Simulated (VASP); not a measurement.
Input of a VASP 6.6.1 run:

Contents of INCAR:

```
SYSTEM = Tl
  PREC = Accurate
  ENCUT = 520
  EDIFF = 1E-7
  ISMEAR = -1
  SIGMA = 0.1
  LREAL = .FALSE.
  LASPH = .TRUE.
  NELM = 80
  ALGO = Normal
  ISIF = 2
  LWAVE = .FALSE.
  LCHARG = .FALSE.
  NBANDS = 12
```

Contents of KPOINTS:

```
Automatic mesh
0
G
  13 13 13
  0 0 0
```

File POSCAR:

```
Tl
1.0
   -1.9211838565      1.9211838565      1.9211838565
    1.9211838565     -1.9211838565      1.9211838565
    1.9211838565      1.9211838565     -1.9211838565
Tl
1
Direct
    0.0000000000      0.0000000000      0.0000000000
```

Potentials or basis: VASP PAW LDA potentials, release 64 (Tl_d).

Run with:

```bash
$ cat potpaw_LDA.64/Tl_d/POTCAR > POTCAR
$ mpirun -np 1 vasp_std > vasp.out
```

(1) What does it give for the pressure?

Answers

(1) -1.4 GPa.
